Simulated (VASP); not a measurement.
# H2ClF in VASP: a series of runs

The runs below take H2ClF through single point, with r2SCAN+D3(BJ).

Program: VASP 6.6.1. These are calculated values, not measurements. Logs are shortened: lines on timing, memory, paths and dates and some standing lists are left out, and cuts for length are marked.

### Step 1. The cell of the first run

The cell holds a disordered packing, 12 atoms: a = 6.122 Å, b = 6.122 Å, c = 6.122 Å, α = 90.00°, β = 90.00°, γ = 90.00°.

### Step 2. Single point, r2SCAN+D3(BJ)

The input, POSCAR:

```
H2ClF
1.0
    6.1224830000      0.0000000000      0.0000000000
    0.0000000000      6.1224830000      0.0000000000
    0.0000000000      0.0000000000      6.1224830000
F H Cl
3 6 3
Direct
    0.6470351959      0.0798672512      0.1658785485
    0.9537677720      0.1655516343      0.8444290324
    0.4971379586      0.7309516313      0.3211714706
    0.5986188057      0.1961206118      0.0741628381
    0.9611767190      0.0179404492      0.8847717810
    0.5058619206      0.8785541622      0.2775833172
    0.8825307549      0.7707008697      0.2054773608
    0.4642166982      0.5589036775      1.0800866851
    0.1033681860      0.2550984303      0.1524570307
    1.0070133138      0.7127824348      0.0460663013
    0.4845634222      0.4483679570      0.8983539865
    0.1778328529      0.2394458907      0.3496622476
```

The input, INCAR.step1:

```
PREC = Accurate ; ENCUT = 520
ISMEAR = -1 ; SIGMA = 0.05
LREAL = False ; LASPH = True
NELM = 100 ; NBANDS = 36
GGA = PE ; ALGO = Normal
EDIFF = 1E-4 ; LWAVE = True
LCHARG = False
```

The input, INCAR.step2:

```
PREC = Accurate ; ENCUT = 520
EDIFF = 1E-7 ; ISMEAR = -1
SIGMA = 0.05 ; LREAL = False
LASPH = True ; NELM = 100
ALGO = Normal ; ISIF = 2
LWAVE = False ; LCHARG = False
METAGGA = R2SCAN ; LMIXTAU = True
IVDW = 12 ; VDW_S6 = 1.0
VDW_S8 = 0.78981345 ; VDW_A1 = 0.49484001
VDW_A2 = 5.73083694 ; NBANDS = 36
ISTART = 1
```

The input, KPOINTS:

```
Automatic mesh
0
Gamma
  1 1 1
```

Potentials or basis: VASP PAW PBE potentials, release 64 (F, H, Cl).

Launch:

```console
$ cat potpaw_PBE.64/F/POTCAR potpaw_PBE.64/H/POTCAR potpaw_PBE.64/Cl/POTCAR > POTCAR
$ cp INCAR.step1 INCAR
$ mpirun -np 1 vasp_gam > vasp.out
$ cp INCAR.step2 INCAR
$ mpirun -np 1 vasp_gam > vasp.out
```

OUTCAR:

```text
PREC = Accurate
   ENCUT = 520
   EDIFF = 1E-7
   ISMEAR = -1
   LREAL = False
   LASPH = True
   NELM = 100
   ISIF = 2
   METAGGA = R2SCAN
   IVDW = 12
   ISTART = 1
 IVDW          = 12

 ion  position               nearest neighbor table
   1  0.647  0.080  0.166-   4 0.95
   2  0.954  0.166  0.844-   5 0.94
   3  0.497  0.731  0.321-   6 0.94
   4  0.599  0.196  0.074-   1 0.95
   5  0.961  0.018  0.885-   2 0.94
   6  0.506  0.879  0.278-   3 0.94
   7  0.883  0.771  0.205-  10 1.29
   8  0.464  0.559  0.080-  11 1.31
   9  0.103  0.255  0.152-  12 1.29
  10  0.007  0.713  0.046-   7 1.29
  11  0.485  0.448  0.898-   8 1.31
  12  0.178  0.239  0.350-   9 1.29

  LATTYP: Found a simple cubic cell.
 ALAT       =     6.1224830000

  Lattice vectors:

 A1 = (   6.1224830000,   0.0000000000,   0.0000000000)
 A2 = (   0.0000000000,   6.1224830000,   0.0000000000)
 A3 = (   0.0000000000,   0.0000000000,   6.1224830000)

Analysis of symmetry for initial positions (statically):
=====================================================================
 Subroutine PRICEL returns:
 Original cell was already a primitive cell.

 Routine SETGRP: Setting up the symmetry group for a
 simple cubic supercell.

 Subroutine GETGRP returns: Found  1 space group operations
 (whereof  1 operations were pure point group operations)
 out of a pool of 48 trial point group operations.

The static configuration has the point symmetry C_1 .

Analysis of symmetry for dynamics (positions and initial velocities):
=====================================================================
 Subroutine PRICEL returns:
 Original cell was already a primitive cell.

 Routine SETGRP: Setting up the symmetry group for a
 simple cubic supercell.

 Subroutine GETGRP returns: Found  1 space group operations
 (whereof  1 operations were pure point group operations)
 out of a pool of 48 trial point group operations.

The dynamic configuration has the point symmetry C_1 .

 Subroutine INISYM returns: Found  1 space group operations
 (whereof  1 operations are pure point group operations),
 and found     1 'primitive' translations

----------------------------------------------------------------------------------------

                                     Primitive cell

  volume of cell :     229.5000

  direct lattice vectors                    reciprocal lattice vectors
     6.122483000  0.000000000  0.000000000     0.163332426  0.000000000  0.000000000
     0.000000000  6.122483000  0.000000000     0.000000000  0.163332426  0.000000000
     0.000000000  0.000000000  6.122483000     0.000000000  0.000000000  0.163332426

  length of vectors
     6.122483000  6.122483000  6.122483000     0.163332426  0.163332426  0.163332426

  position of ions in fractional coordinates (direct lattice)
     0.647035196  0.079867251  0.165878548
     0.953767772  0.165551634  0.844429032
     0.497137959  0.730951631  0.321171471
     0.598618806  0.196120612  0.074162838
     0.961176719  0.017940449  0.884771781
     0.505861921  0.878554162  0.277583317
     0.882530755  0.770700870  0.205477361
     0.464216698  0.558903677  0.080086685
     0.103368186  0.255098430  0.152457031
     0.007013314  0.712782435  0.046066301
     0.484563422  0.448367957  0.898353986
     0.177832853  0.239445891  0.349662248

  ion indices of the primitive-cell ions
   primitive index   ion index
                 1           1
                 2           2
                 3           3
                 4           4
                 5           5
                 6           6
                 7           7
                 8           8
                 9           9
                10          10
                11          11
                12          12

----------------------------------------------------------------------------------------

 KPOINTS: Automatic mesh

Automatic generation of k-mesh.
 Grid dimensions read from file:
 generate k-points for:    1    1    1

 Generating k-lattice:

  Cartesian coordinates                     Fractional coordinates (reciprocal lattice)
     0.163332426  0.000000000  0.000000000     1.000000000  0.000000000  0.000000000
     0.000000000  0.163332426  0.000000000     0.000000000  1.000000000  0.000000000
     0.000000000  0.000000000  0.163332426     0.000000000  0.000000000  1.000000000

  Length of vectors
     0.163332426  0.163332426  0.163332426

  Shift w.r.t. Gamma in fractional coordinates (k-lattice)
     0.000000000  0.000000000  0.000000000

 Subroutine IBZKPT returns following result:
 ===========================================

 Found      1 irreducible k-points:

 Following reciprocal coordinates:
            Coordinates               Weight
  0.000000  0.000000  0.000000      1.000000
   k-points           NKPTS =      1   k-points in BZ     NKDIM =      1   number of bands    NBANDS=     36
   number of dos      NEDOS =    301   number of ions     NIONS =     12
   total plane-waves  NPLWV = 110592
   dimension x,y,z NGX =    48 NGY =   48 NGZ =   48
   dimension x,y,z NGXF=    96 NGYF=   96 NGZF=   96
   ions per type =               3   6   3
   NGX,Y,Z   is equivalent  to a cutoff of  13.03, 13.03, 13.03 a.u.
   NGXF,Y,Z  is equivalent  to a cutoff of  26.07, 26.07, 26.07 a.u.
 SYSTEM =  unknown system
   PREC   = accura    normal or accurate (medium, high low for compatibility)
   ISTART =      1    job   : 0-new  1-cont  2-samecut
   ICHARG =      0    charge: 1-file 2-atom 10-const
   ISPIN  =      1    spin polarized calculation?
   LNONCOLLINEAR =      F non collinear calculations
   LSORBIT =      F    spin-orbit coupling
   LASPH  =      T    aspherical Exc in radial PAW
   ENCUT  =  520.0 eV  38.22 Ry    6.18 a.u.  11.38 11.38 11.38*2*pi/ulx,y,z
   NELM   =    100;   NELMIN=  2; NELMDL=  0     # of ELM steps
   EDIFF  = 0.1E-06   stopping-criterion for ELM
   LREAL  =      F    real-space projection
   EDIFFG = 0.1E-05   stopping-criterion for IOM
   NSW    =      0    number of steps for IOM
   IBRION =     -1    ionic relax: 0-MD 1-quasi-New 2-CG
   NFREE  =      0    steps in history (QN), initial steepest desc. (CG)
   ISIF   =      2    stress and relaxation
   ISYM   =      2    0-nonsym 1-usesym 2-fastsym
   POTIM  = 0.5000    time-step for ionic-motion
   TEBEG  =    0.0;   TEEND  =   0.0 temperature during run
   PSTRESS=    0.0 pullay stress
   NELECT =      48.0000    total number of electrons
   NUPDOWN=      -1.0000    fix difference up-down
   EMIN   =  10.00;   EMAX   =-10.00  energy-range for DOS
   EFERMI =   0.00;   METHOD = LEGACY
   ISMEAR =    -1;   SIGMA  =   0.05  broadening in eV -4-tet -1-fermi 0-gaus
   EFERMI_NEDOS =   21; number of points for ismear=-14 and -15
   IALGO  =     38    algorithm
   IMIX   =      4    mixing-type and parameters
     AMIX     =   0.40;   BMIX     =  1.00
     AMIX_MAG =   1.60;   BMIX_MAG =  1.00
  volume/ion in A,a.u.               =      19.13       129.06
  Fermi-wavevector in a.u.,A,eV,Ry     =   0.971764  1.836368 12.848336  0.944326
  Thomas-Fermi vector in A             =   2.102008
   LORBIT       =      0    0 simple, 1 ext, 2 COOP (PROOUT), +10 PAW based schemes
   METAGGA = R2SCAN    functional components
   LHFCALC =     F    Hartree Fock is set to
   AEXX    =    0.0000 exact exchange contribution
   IVDW    =    12    specifies the selected vdW correction
   LEPSILON=     F    determine dielectric tensor
   LRPA    =     F    only Hartree local field effects (RPA)
 non-spin polarized calculation
  energy-cutoff  :      520.00
  volume of cell :      229.50
 maximum number of plane-waves:      3094
 NGX is ok and might be reduce to    48
   NGX = 23   NGY = 23   NGZ = 23

 number of electron      48.0000013 magnetization

 Free energy of the ion-electron system (eV)
  ---------------------------------------------------
  ext. energy  EPLUGINS =         0.00000000
  ---------------------------------------------------
  free energy    TOTEN  =       -60.49073739 eV

  energy without entropy =      -60.49073739  energy(sigma->0) =      -60.49073739

 E-fermi :  -3.1048     XC(G=0):  -6.2954

 val. band max:       -4.4117412897   @ k =   0.0000   0.0000   0.0000
 cond. band min:       1.9218296025   @ k =   0.0000   0.0000   0.0000
 fundamental gap:      6.3335708921
 Fermi energy:        -3.1048437529

 k-point     1 :       0.0000    0.0000    0.0000
  band No.  band energies     occupation
      1     -28.7521      2.00000
      2     -28.2664      2.00000
      3     -27.9778      2.00000
      4     -19.1676      2.00000
      5     -18.8675      2.00000
      6     -18.2617      2.00000
      7     -11.6270      2.00000
      8     -10.3235      2.00000
      9     -10.2516      2.00000
     10      -9.1683      2.00000
     11      -8.8960      2.00000
     12      -8.4655      2.00000
     13      -7.4353      2.00000
     14      -7.3349      2.00000
     15      -6.9513      2.00000
     16      -6.7263      2.00000
     17      -6.5249      2.00000
     18      -6.3775      2.00000
     19      -5.6647      2.00000
     20      -5.4939      2.00000
     21      -5.4629      2.00000
     22      -4.8794      2.00000
     23      -4.4696      2.00000
     24      -4.4117      2.00000
     25       1.9218      0.00000
     26       3.4272      0.00000
     27       3.9164      0.00000
     28       4.7091      0.00000
     29       5.2657      0.00000
     30       5.6332      0.00000
     31       6.4937      0.00000
     32       6.7542      0.00000
     33       7.0169      0.00000
     34       7.2706      0.00000
     35       7.4873      0.00000
     36       7.6094      0.00000

------------------------ aborting loop because EDIFF is reached ----------------------------------------

 Edisp (eV)   -0.25965

 E8    (eV) :    -0.0508

  FORCE on cell =-STRESS in cart. coord.  units (eV):
  Direction    XX          YY          ZZ          XY          YZ          ZX
  --------------------------------------------------------------------------------------
  -------------------------------------------------------------------------------------
  Total       0.14540     0.69751    -0.65544    -0.18771    -0.51030    -0.26771
  in kB       1.01508     4.86941    -4.57576    -1.31045    -3.56245    -1.86891
  external pressure =        0.44 kB  Pullay stress =        0.00 kB

 VOLUME and BASIS-vectors are now :
 -----------------------------------------------------------------------------
  energy-cutoff  :      520.00
  volume of cell :      229.50
      direct lattice vectors                 reciprocal lattice vectors
     6.122483000  0.000000000  0.000000000     0.163332426  0.000000000  0.000000000
     0.000000000  6.122483000  0.000000000     0.000000000  0.163332426  0.000000000
     0.000000000  0.000000000  6.122483000     0.000000000  0.000000000  0.163332426

 POSITION                                       TOTAL-FORCE (eV/Angst)
 -----------------------------------------------------------------------------------
      3.96146      0.48899      1.01559         0.064466     -0.235326      0.163184
      5.83943      1.01359      5.17000         0.022494      0.255467     -0.085267
      3.04372      4.47524      1.96637        -0.041307     -0.297106      0.058949
      3.66503      1.20075      0.45406        -0.110489      0.213783     -0.162941
      5.88479      0.10984      5.41700        -0.012442     -0.289545      0.097177
      3.09713      5.37893      1.69950         0.082059      0.330801     -0.128860
      5.40328      4.71860      1.25803         0.114074     -0.042031     -0.146194
      2.84216      3.42188      0.49033         0.029129     -0.059566     -0.122100
      0.63287      1.56184      0.93342         0.084368     -0.018501      0.197014
      0.04294      4.36400      0.28204        -0.120937      0.080511      0.159334
      2.96673      2.74513      5.50016        -0.001117      0.052540      0.141077
      1.08878      1.46600      2.14080        -0.110297      0.008974     -0.171371
 -----------------------------------------------------------------------------------
    total drift:                                0.001058      0.000296      0.003415

  FREE ENERGIE OF THE ION-ELECTRON SYSTEM (eV)
  ---------------------------------------------------
  free  energy   TOTEN  =       -60.7503877732 eV

  energy  without entropy=      -60.7503877732  energy(sigma->0) =      -60.75038777
```

Run time: 68 s. Hardware: 1 thread of Intel Xeon Platinum 8259CL at 2.50GHz (Skylake/Cascade Lake), shared host; peak memory 0.33 GiB.

Results:

| Quantity | Value |
| --- | --- |
| Free energy | -60.7504 eV |
| Pressure | 0.0 GPa |
| Largest force | 0.364 eV/Å |
| Dispersion energy per atom | -0.022 eV |

Forces on the atoms (eV/Å):
```
F    0.064 -0.235  0.163
F    0.022  0.255 -0.085
F   -0.041 -0.297  0.059
H   -0.110  0.214 -0.163
H   -0.012 -0.290  0.097
H    0.082  0.331 -0.129
H    0.114 -0.042 -0.146
H    0.029 -0.060 -0.122
H    0.084 -0.019  0.197
Cl  -0.121  0.081  0.159
Cl  -0.001  0.053  0.141
Cl  -0.110  0.009 -0.171
```

Stress tensor (GPa, compression positive):
```
 0.10 -0.13 -0.19
-0.13  0.49 -0.36
-0.19 -0.36 -0.46
```

Levels at points of the mesh, in eV from the Fermi level:
```tsv
k point	band 21	band 22	band 23	band 24	band 25	band 26	band 27	band 28
(0.00, 0.00, 0.00)	-2.36	-1.77	-1.36	-1.31	5.03	6.53	7.02	7.81
```

Caveat: the k points lie up to 1.03 Å⁻¹ apart; the PAW data sets were made with another functional, which shifts forces and pressure a little.

### Step 3. Single point, r2SCAN+D3(BJ)

The input, POSCAR:

```
H2ClF
1.0
    6.1224830000      0.0000000000      0.0000000000
    0.0000000000      6.1224830000      0.0000000000
    0.0000000000      0.0000000000      6.1224830000
F H Cl
3 6 3
Direct
    0.6521047098      0.0976564574      0.1677424012
    0.9514930462      0.1833896476      0.8702514976
    0.4840519770      0.7343589194      0.3094332806
    0.5940236992      0.2275710688      0.1015437691
    0.9344901407      0.0362434653      0.9051066373
    0.5078005117      0.8809334383      0.2680121774
    0.9078669553      0.7381318984      0.2234060919
    0.4477921784      0.5441256431      1.0842169754
    0.0425317637      0.2461582988      0.1767910176
    1.0067484058      0.6862248535      0.0465334081
    0.4895562797      0.4482658425      0.9037509782
    0.1651290824      0.2338757004      0.3550683603
```

The input, INCAR.step1:

```
SYSTEM = H2ClF
PREC     = Accurate       ! precision mode
ENCUT    = 520            ! plane-wave cutoff, eV
ISMEAR   = -1             ! smearing method
SIGMA    = 0.05           ! smearing width, eV
LREAL    = .FALSE.        ! projectors in reciprocal space
LASPH    = .TRUE.         ! aspherical terms in the spheres
NELM     = 100            ! most SCF steps
NBANDS   = 36             ! bands
GGA      = PE             ! functional
ALGO     = Normal         ! electronic algorithm
EDIFF    = 1E-4           ! SCF threshold, eV
LWAVE    = .TRUE.         ! write WAVECAR
LCHARG   = .FALSE.        ! write CHGCAR
```

The input, INCAR.step2:

```
SYSTEM = H2ClF
PREC     = Accurate       ! precision mode
ENCUT    = 520            ! plane-wave cutoff, eV
EDIFF    = 1E-7           ! SCF threshold, eV
ISMEAR   = -1             ! smearing method
SIGMA    = 0.05           ! smearing width, eV
LREAL    = .FALSE.        ! projectors in reciprocal space
LASPH    = .TRUE.         ! aspherical terms in the spheres
NELM     = 100            ! most SCF steps
ALGO     = Normal         ! electronic algorithm
ISIF     = 2              ! what is computed and relaxed
LWAVE    = .FALSE.        ! write WAVECAR
LCHARG   = .FALSE.        ! write CHGCAR
METAGGA  = R2SCAN         ! meta-GGA
LMIXTAU  = .TRUE.       
IVDW     = 12             ! dispersion correction
VDW_S6   = 1.0          
VDW_S8   = 0.78981345   
VDW_A1   = 0.49484001   
VDW_A2   = 5.73083694   
NBANDS   = 36             ! bands
ISTART   = 1
```

The input, KPOINTS:

```
regular mesh
0
G
  1 1 1
  0 0 0
```

Potentials or basis: VASP PAW PBE potentials, release 64 (F, H, Cl).

Launch:

```console
$ cat potpaw_PBE.64/F/POTCAR potpaw_PBE.64/H/POTCAR potpaw_PBE.64/Cl/POTCAR > POTCAR
$ cp INCAR.step1 INCAR
$ mpirun -np 1 vasp_gam > vasp.out
$ cp INCAR.step2 INCAR
$ mpirun -np 1 vasp_gam > vasp.out
```

It took 66 s on 1 thread of Intel Xeon Platinum 8259CL at 2.50GHz (Skylake/Cascade Lake), shared host; peak memory 0.32 GiB.

It converged, with:

```
Free energy                : -60.5817 eV
Pressure                   : 0.4 GPa
Largest force              : 1.029 eV/Å
Dispersion energy per atom : -0.022 eV
```

Forces on the atoms (eV/Å):
```
F   -0.023 -0.365  0.387
F    0.066  0.232 -0.156
F    0.016 -0.115  0.163
H   -0.050 -0.144 -0.311
H   -0.034 -0.417  0.046
H    0.085  0.295 -0.138
H    0.007  0.007  0.004
H   -0.171  0.522  0.471
H    0.686 -0.048  0.766
Cl  -0.111  0.333  0.050
Cl   0.057 -0.329 -0.584
Cl  -0.529  0.030 -0.697
```

Stress tensor (GPa, compression positive):
```
 0.15 -0.29 -0.58
-0.29  0.80  0.20
-0.58  0.20  0.19
```

Levels at points of the mesh, in eV from the Fermi level:
```
           k point  band 21  band 22  band 23  band 24  band 25  band 26  band 27  band 28
(0.00, 0.00, 0.00)    -2.29    -1.54    -1.31    -1.25     5.03     6.46     7.24     7.85
```

Caveat: the k points lie up to 1.03 Å⁻¹ apart; the PAW data sets were made with another functional, which shifts forces and pressure a little.
